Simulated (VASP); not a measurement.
# HfH2 (I4/mmm) in VASP: a series of runs

HfH2 is run at these levels: r2SCAN; tasks: single point.

Everything below comes from runs of VASP 6.6.1. Logs are shortened: lines on timing, memory, paths and dates and some standing lists are left out, and cuts for length are marked.

## Step 1: The cell of the first run

The structure is tetragonal, space group I4/mmm (No. 139). Conventional cell: a = 3.360 Å, b = 3.360 Å, c = 4.032 Å, α = 90.00°, β = 90.00°, γ = 90.00°. Hf (site symmetry 4/mmm) has 8 H at 1.96 Å within 2.6 Å. Within 2.6 Å of H (site symmetry -4m2) lie 4 Hf at 1.96 Å and 6 H at 2.02 to 2.38 Å.

## Step 2: Single point, r2SCAN (7.58 Å³/atom)

POSCAR reads:

```
HfH2
1.0
   -1.6797611451      1.6797611451      2.0159076546
    1.6797611451     -1.6797611451      2.0159076546
    1.6797611451      1.6797611451     -2.0159076546
Hf H
1 2
Direct
    0.0000000000      0.0000000000      0.0000000000
    0.7500000000      0.2500000000      0.5000000000
    0.2500000000      0.7500000000      0.5000000000
```

INCAR.step1 reads:

```
SYSTEM = HfH2
PREC = Accurate
ENCUT = 520
ISMEAR = 0
SIGMA = 0.1
LREAL = .False.
LASPH = .True.
NELM = 60
NBANDS = 13
GGA = PE
ALGO = Normal
EDIFF = 1E-4
LWAVE = .True.
LCHARG = .False.
```

INCAR.step2 reads:

```
SYSTEM = HfH2
PREC = Accurate
ENCUT = 520
EDIFF = 1E-6
ISMEAR = 0
SIGMA = 0.1
LREAL = .False.
LASPH = .True.
NELM = 60
ALGO = Normal
ISIF = 2
LWAVE = .False.
LCHARG = .True.
METAGGA = R2SCAN
LMIXTAU = .True.
LELF = .True.
LVHAR = .True.
NBANDS = 13
ISTART = 1
```

KPOINTS reads:

```
regular mesh
0
Gamma
  16 16 16
  0 0 0
```

Potentials or basis: VASP PAW PBE potentials, release 64 (Hf_pv, H).

Launch:

```
$ cat potpaw_PBE.64/Hf_pv/POTCAR potpaw_PBE.64/H/POTCAR > POTCAR
$ cp INCAR.step1 INCAR
$ mpirun -np 1 vasp_std > vasp.out
$ cp INCAR.step2 INCAR
$ mpirun -np 1 vasp_std > vasp.out
```

OUTCAR:

```text
SYSTEM = HfH2
   PREC = Accurate
   ENCUT = 520
   EDIFF = 1E-6
   ISMEAR = 0
   LREAL = .False.
   LASPH = .True.
   NELM = 60
   ISIF = 2
   METAGGA = R2SCAN
   ISTART = 1

 ion  position               nearest neighbor table
   1  0.000  0.000  0.000-   2 1.96   3 1.96   2 1.96   3 1.96   2 1.96   3 1.96   2 1.96   3 1.96

   2  0.750  0.250  0.500-   1 1.96   1 1.96   1 1.96   1 1.96
   3  0.250  0.750  0.500-   1 1.96   1 1.96   1 1.96   1 1.96

  LATTYP: Found a body centered tetragonal cell.
 ALAT       =     3.3595222902
 C/A-ratio  =     1.2001156596

  Lattice vectors:

 A1 = (  -1.6797611451,   1.6797611451,   2.0159076546)
 A2 = (   1.6797611451,  -1.6797611451,   2.0159076546)
 A3 = (   1.6797611451,   1.6797611451,  -2.0159076546)

Analysis of symmetry for initial positions (statically):
=====================================================================
 Subroutine PRICEL returns:
 Original cell was already a primitive cell.

 Routine SETGRP: Setting up the symmetry group for a
 body centered tetragonal supercell.

 Subroutine GETGRP returns: Found 16 space group operations
 (whereof 16 operations were pure point group operations)
 out of a pool of 16 trial point group operations.

The static configuration has the point symmetry D_4h.

Analysis of symmetry for dynamics (positions and initial velocities):
=====================================================================
 Subroutine PRICEL returns:
 Original cell was already a primitive cell.

 Routine SETGRP: Setting up the symmetry group for a
 body centered tetragonal supercell.

 Subroutine GETGRP returns: Found 16 space group operations
 (whereof 16 operations were pure point group operations)
 out of a pool of 16 trial point group operations.

The dynamic configuration has the point symmetry D_4h.

 Subroutine INISYM returns: Found 16 space group operations
 (whereof 16 operations are pure point group operations),
 and found     1 'primitive' translations

----------------------------------------------------------------------------------------

                                     Primitive cell

  volume of cell :      22.7523

  direct lattice vectors                    reciprocal lattice vectors
    -1.679761145  1.679761145  2.015907655     0.000000000  0.297661368  0.248027234
     1.679761145 -1.679761145  2.015907655     0.297661368  0.000000000  0.248027234
     1.679761145  1.679761145 -2.015907655     0.297661368  0.297661368  0.000000000

  length of vectors
     3.115618507  3.115618507  3.115618507     0.387452963  0.387452963  0.420956743

  position of ions in fractional coordinates (direct lattice)
     0.000000000  0.000000000  0.000000000
     0.750000000  0.250000000  0.500000000
     0.250000000  0.750000000  0.500000000

  ion indices of the primitive-cell ions
   primitive index   ion index
                 1           1
                 2           2
                 3           3

----------------------------------------------------------------------------------------

 KPOINTS: regular mesh

Automatic generation of k-mesh.
 Grid dimensions read from file:
 generate k-points for:   16   16   16

 Generating k-lattice:

  Cartesian coordinates                     Fractional coordinates (reciprocal lattice)
     0.000000000  0.018603835  0.015501702     0.062500000  0.000000000  0.000000000
     0.018603835  0.000000000  0.015501702     0.000000000  0.062500000  0.000000000
     0.018603835  0.018603835  0.000000000     0.000000000  0.000000000  0.062500000

  Length of vectors
     0.024215810  0.024215810  0.026309796

  Shift w.r.t. Gamma in fractional coordinates (k-lattice)
     0.000000000  0.000000000  0.000000000

 Subroutine IBZKPT returns following result:
 ===========================================

 Found    349 irreducible k-points:

 Following reciprocal coordinates:
            Coordinates               Weight
  0.000000  0.000000  0.000000      1.000000
  0.062500 -0.000000  0.000000      8.000000
  0.125000 -0.000000  0.000000      8.000000
  0.187500 -0.000000  0.000000      8.000000
  0.250000 -0.000000  0.000000      8.000000
  0.312500  0.000000  0.000000      8.000000
[... 16 lines left out ...]
 -0.125000  0.062500 -0.000000     16.000000
 -0.062500  0.062500  0.000000      4.000000
 [... further k-points ...]
   k-points           NKPTS =    349   k-points in BZ     NKDIM =    349   number of bands    NBANDS=     13
   number of dos      NEDOS =    301   number of ions     NIONS =      3
   total plane-waves  NPLWV =  13824
   dimension x,y,z NGX =    24 NGY =   24 NGZ =   24
   dimension x,y,z NGXF=    48 NGYF=   48 NGZF=   48
   ions per type =               1   2
   NGX,Y,Z   is equivalent  to a cutoff of  12.81, 12.81, 12.81 a.u.
   NGXF,Y,Z  is equivalent  to a cutoff of  25.61, 25.61, 25.61 a.u.
 SYSTEM =  HfH2
   PREC   = accura    normal or accurate (medium, high low for compatibility)
   ISTART =      1    job   : 0-new  1-cont  2-samecut
   ICHARG =      0    charge: 1-file 2-atom 10-const
   ISPIN  =      1    spin polarized calculation?
   LNONCOLLINEAR =      F non collinear calculations
   LSORBIT =      F    spin-orbit coupling
   LASPH  =      T    aspherical Exc in radial PAW
   ENCUT  =  520.0 eV  38.22 Ry    6.18 a.u.   5.79  5.79  5.79*2*pi/ulx,y,z
   NELM   =     60;   NELMIN=  2; NELMDL=  0     # of ELM steps
   EDIFF  = 0.1E-05   stopping-criterion for ELM
   LREAL  =      F    real-space projection
   EDIFFG = 0.1E-04   stopping-criterion for IOM
   NSW    =      0    number of steps for IOM
   IBRION =     -1    ionic relax: 0-MD 1-quasi-New 2-CG
   NFREE  =      0    steps in history (QN), initial steepest desc. (CG)
   ISIF   =      2    stress and relaxation
   ISYM   =      2    0-nonsym 1-usesym 2-fastsym
   POTIM  = 0.5000    time-step for ionic-motion
   TEBEG  =    0.0;   TEEND  =   0.0 temperature during run
   PSTRESS=    0.0 pullay stress
   NELECT =      12.0000    total number of electrons
   NUPDOWN=      -1.0000    fix difference up-down
   EMIN   =  10.00;   EMAX   =-10.00  energy-range for DOS
   EFERMI =   0.00;   METHOD = LEGACY
   ISMEAR =     0;   SIGMA  =   0.10  broadening in eV -4-tet -1-fermi 0-gaus
   EFERMI_NEDOS =   21; number of points for ismear=-14 and -15
   IALGO  =     38    algorithm
   IMIX   =      4    mixing-type and parameters
     AMIX     =   0.40;   BMIX     =  1.00
     AMIX_MAG =   1.60;   BMIX_MAG =  1.00
  volume/ion in A,a.u.               =       7.58        51.18
  Fermi-wavevector in a.u.,A,eV,Ry     =   1.322696  2.499533 23.803726  1.749525
  Thomas-Fermi vector in A             =   2.452358
   LORBIT       =      0    0 simple, 1 ext, 2 COOP (PROOUT), +10 PAW based schemes
   METAGGA = R2SCAN    functional components
   LHFCALC =     F    Hartree Fock is set to
   AEXX    =    0.0000 exact exchange contribution
   IVDW    =     0    specifies the selected vdW correction
   LEPSILON=     F    determine dielectric tensor
   LRPA    =     F    only Hartree local field effects (RPA)
 non-spin polarized calculation
 Gauss-broadening in eV      SIGMA  =   0.10
  energy-cutoff  :      520.00
  volume of cell :       22.75
 maximum number of plane-waves:       628
   NGX = 11   NGY = 11   NGZ = 11

 number of electron      11.9999996 magnetization

 Free energy of the ion-electron system (eV)
  ---------------------------------------------------
  ext. energy  EPLUGINS =         0.00000000
  ---------------------------------------------------
  free energy    TOTEN  =       -53.48894337 eV

  energy without entropy =      -53.48670359  energy(sigma->0) =      -53.48782348

 E-fermi :   6.4574     XC(G=0): -12.9709

 val. band max:        6.4553005261   @ k =  -0.1250   0.1250   0.0625
 cond. band min:       6.4603783215   @ k =  -0.1875  -0.1875   0.1250
 fundamental gap:      0.0050777954
 Fermi energy:         6.4574453370

 k-point     1 :       0.0000    0.0000    0.0000
  band No.  band energies     occupation
      1     -25.3035      2.00000
      2     -25.3035      2.00000
      3     -25.2319      2.00000
      4      -6.3344      2.00000
      5       4.8552      2.00000
      6       5.9228      2.00000
      7       5.9228      2.00000
      8       7.3339      0.00000
      9       8.3976      0.00000
     10      10.3807      0.00000
     11      18.2871      0.00000
     12      19.2661      0.00000
     13      19.2661      0.00000

 k-point     2 :       0.0625   -0.0000    0.0000
  band No.  band energies     occupation
      1     -25.3323      2.00000
      2     -25.3117      2.00000
      3     -25.2451      2.00000
      4      -6.1996      2.00000
      5       3.9758      2.00000
      6       5.9772      2.00000
      7       6.4736      0.81894
      8       7.8741      0.00000
      9       8.3626      0.00000
     10      10.2795      0.00000
     11      18.2871      0.00000
     12      18.6037      0.00000
     13      19.5488      0.00000

 k-point     3 :       0.1250   -0.0000    0.0000
  band No.  band energies     occupation
      1     -25.4360      2.00000
      2     -25.3348      2.00000
      3     -25.2593      2.00000
      4      -5.8130      2.00000
      5       2.8006      2.00000
      6       6.0807      2.00000
      7       6.8965      0.00000
      8       8.3516      0.00000
      9       9.1381      0.00000
     10      10.1378      0.00000
     11      17.5259      0.00000
     12      18.2871      0.00000
     13      20.3549      0.00000

 k-point     4 :       0.1875   -0.0000    0.0000
  band No.  band energies     occupation
      1     -25.5989      2.00000
      2     -25.3693      2.00000
      3     -25.2681      2.00000
      4      -5.2293      2.00000
      5       1.7857      2.00000
      6       6.0808      2.00000
      7       7.2675      0.00000
      8       8.5896      0.00000
      9       9.5203      0.00000
     10      11.0434      0.00000
     11      16.5294      0.00000
     12      18.2871      0.00000
     13      21.5859      0.00000

 k-point     5 :       0.2500   -0.0000    0.0000
  band No.  band energies     occupation
      1     -25.7872      2.00000
      2     -25.4096      2.00000
      3     -25.2756      2.00000
      4      -4.5453      2.00000
      5       1.0232      2.00000
      6       5.9075      2.00000
      7       7.5820      0.00000
      8       9.2067      0.00000
      9       9.4832      0.00000
     10      12.1875      0.00000
     11      16.0859      0.00000
     12      18.2871      0.00000
     13      20.1211      0.00000
[... 257 lines left out ...]
 k-point    22 :      -0.1875    0.0625   -0.0000
  band No.  band energies     occupation
      1     -25.5516      2.00000
      2     -25.3525      2.00000
      3     -25.2793      2.00000
      4      -5.3712      2.00000
      5       2.0178      2.00000
      6       6.2414      1.99775
      7       7.3676      0.00000
      8       8.0623      0.00000
      9       9.6032      0.00000
     10      10.5070      0.00000
     11      17.2623      0.00000
     12      18.2871      0.00000
     13      20.8481      0.00000

 k-point    23 :      -0.1250    0.0625   -0.0000
  band No.  band energies     occupation
      1     -25.4175      2.00000
      2     -25.3225      2.00000
      3     -25.2635      2.00000
      4      -5.8812      2.00000
      5       2.9424      2.00000
      6       6.2153      1.99938
      7       7.2411      0.00000
      8       8.0434      0.00000
      9       8.6040      0.00000
     10      10.0507      0.00000
     11      18.1028      0.00000
     12      18.2873      0.00000
     13      19.9524      0.00000

 k-point    24 :      -0.0625    0.0625    0.0000
  band No.  band energies     occupation
      1     -25.3451      2.00000
      2     -25.3084      2.00000
      3     -25.2454      2.00000
      4      -6.1704      2.00000
      5       3.7958      2.00000
      6       6.0699      2.00000
      7       7.1560      0.00000
      8       7.3954      0.00000
      9       8.2340      0.00000
     10      10.1981      0.00000
     11      18.2871      0.00000
     12      18.6505      0.00000
     13      19.4427      0.00000

 [... further k-points ...]

------------------------ aborting loop because EDIFF is reached ----------------------------------------

  FORCE on cell =-STRESS in cart. coord.  units (eV):
  Direction    XX          YY          ZZ          XY          YZ          ZX
  --------------------------------------------------------------------------------------
  -------------------------------------------------------------------------------------
  Total        3.3323259      3.3323259      3.3649393      0.0000000      0.0000000     -0.0000000
  in kB      234.6563808    234.6563808    236.9529578      0.0000000      0.0000000     -0.0000000
  external PRESSURE =     235.4219065 kB  Pullay stress =       0.0000000 kB

 VOLUME and BASIS-vectors are now :
 -----------------------------------------------------------------------------
  energy-cutoff  :      520.00
  volume of cell :       22.75
      direct lattice vectors                 reciprocal lattice vectors
    -1.679761145  1.679761145  2.015907655     0.000000000  0.297661368  0.248027234
     1.679761145 -1.679761145  2.015907655     0.297661368  0.000000000  0.248027234
     1.679761145  1.679761145 -2.015907655     0.297661368  0.297661368  0.000000000

 POSITION                                       TOTAL-FORCE (eV/Angst)
 -----------------------------------------------------------------------------------
      0.00000      0.00000      0.00000         0.000000     -0.000000     -0.000000
      0.00000      1.67976      1.00795         0.000000     -0.000000     -0.000000
      1.67976      0.00000      1.00795        -0.000000      0.000000      0.000000
 -----------------------------------------------------------------------------------
    total drift:                               -0.000000      0.000000      0.000000

  FREE ENERGIE OF THE ION-ELECTRON SYSTEM (eV)
  ---------------------------------------------------
  free  energy   TOTEN  =       -53.4889433664 eV

  energy  without entropy=      -53.4867035932  energy(sigma->0) =      -53.48782348
```

Run time: 6.2 min. Hardware: 1 thread of Oxide Virtual Turin-like, shared host; peak memory 0.19 GiB.

Results:

* Free energy: -53.4889 eV
* Pressure: 23.5 GPa
* Band gap on the k mesh: zero (bands 6 and 7 overlap by 1.38 eV)

Levels at points of the mesh, in eV from the Fermi level:
| k point | band 3 | band 4 | band 5 | band 6 | band 7 | band 8 | band 9 | band 10 |
| --- | --- | --- | --- | --- | --- | --- | --- | --- |
| (0.00, 0.00, 0.00) | -31.69 | -12.79 | -1.60 | -0.53 | -0.53 | 0.88 | 1.94 | 3.92 |
| (0.50, 0.00, 0.00) | -31.75 | -9.67 | -5.70 | -1.25 | 1.18 | 4.53 | 4.79 | 6.16 |
| (0.50, 0.50, 0.00) | -31.89 | -7.63 | -6.46 | -4.96 | 4.68 | 4.91 | 6.68 | 7.50 |
| (0.50, 0.50, 0.50) | -32.23 | -9.31 | -4.57 | -4.28 | 5.66 | 5.76 | 5.76 | 6.42 |

Caveat: the cell stands under pressure; the PAW data sets were made with another functional, which shifts forces and pressure a little; spin-orbit coupling is left out, which moves the levels of the heavy elements.

## Step 3: Single point, r2SCAN (7.84 Å³/atom)

This run uses another cell than the first one, of 7.84 Å³/atom.

POSCAR reads:

```
HfH2
1.0
   -1.6926687181      1.6926687181      2.0529599654
    1.6926687181     -1.6926687181      2.0529599654
    1.6926687181      1.6926687181     -2.0529599654
Hf H
1 2
Direct
    0.0000000000      0.0000000000      0.0000000000
    0.7500000000      0.2500000000      0.5000000000
    0.2500000000      0.7500000000      0.5000000000
```

INCAR.step1 reads:

```
PREC = Accurate
ENCUT = 520
ISMEAR = 0
SIGMA = 0.1
LREAL = False
LASPH = True
NELM = 100
NBANDS = 13
GGA = PE
ALGO = Normal
EDIFF = 1E-4
LWAVE = True
LCHARG = False
```

INCAR.step2 reads:

```
PREC = Accurate
ENCUT = 520
EDIFF = 1E-6
ISMEAR = 0
SIGMA = 0.1
LREAL = False
LASPH = True
NELM = 100
ALGO = Normal
ISIF = 2
LWAVE = False
LCHARG = True
METAGGA = R2SCAN
LMIXTAU = True
LELF = True
LVHAR = True
NBANDS = 13
ISTART = 1
```

KPOINTS reads:

```
regular mesh
0
Gamma
  16 16 16
```

Potentials or basis: VASP PAW PBE potentials, release 64 (Hf_pv, H).

Launch:

```
$ cat potpaw_PBE.64/Hf_pv/POTCAR potpaw_PBE.64/H/POTCAR > POTCAR
$ cp INCAR.step1 INCAR
$ mpirun -np 1 vasp_std > vasp.out
$ cp INCAR.step2 INCAR
$ mpirun -np 1 vasp_std > vasp.out
```

It took 8 min on 1 thread of Oxide Virtual Turin-like, shared host; peak memory 0.2 GiB.

Results (log left out):

```
Free energy            : -53.5858 eV
Pressure               : 16.0 GPa
Band gap on the k mesh : zero (bands 6 and 7 overlap by 1.35 eV)
```

Stress tensor (GPa, compression positive):
```
15.92  0.00  0.00
 0.00 15.92  0.00
 0.00  0.00 16.19
```

Levels at points of the mesh, in eV from the Fermi level:
| k point | band 3 | band 4 | band 5 | band 6 | band 7 | band 8 | band 9 | band 10 |
| --- | --- | --- | --- | --- | --- | --- | --- | --- |
| (0.00, 0.00, 0.00) | -31.84 | -12.62 | -1.67 | -0.54 | -0.54 | 0.77 | 1.94 | 3.80 |
| (0.50, 0.00, 0.00) | -31.89 | -9.51 | -5.77 | -1.16 | 1.04 | 4.39 | 4.70 | 5.84 |
| (0.50, 0.50, 0.00) | -32.03 | -7.54 | -6.48 | -4.83 | 4.55 | 4.78 | 6.36 | 7.30 |
| (0.50, 0.50, 0.50) | -32.32 | -9.05 | -4.49 | -4.44 | 5.40 | 5.52 | 5.52 | 6.22 |

Caveat: the cell stands under pressure; the PAW data sets were made with another functional, which shifts forces and pressure a little; spin-orbit coupling is left out, which moves the levels of the heavy elements.

(Part 1 of 2 ends here.)
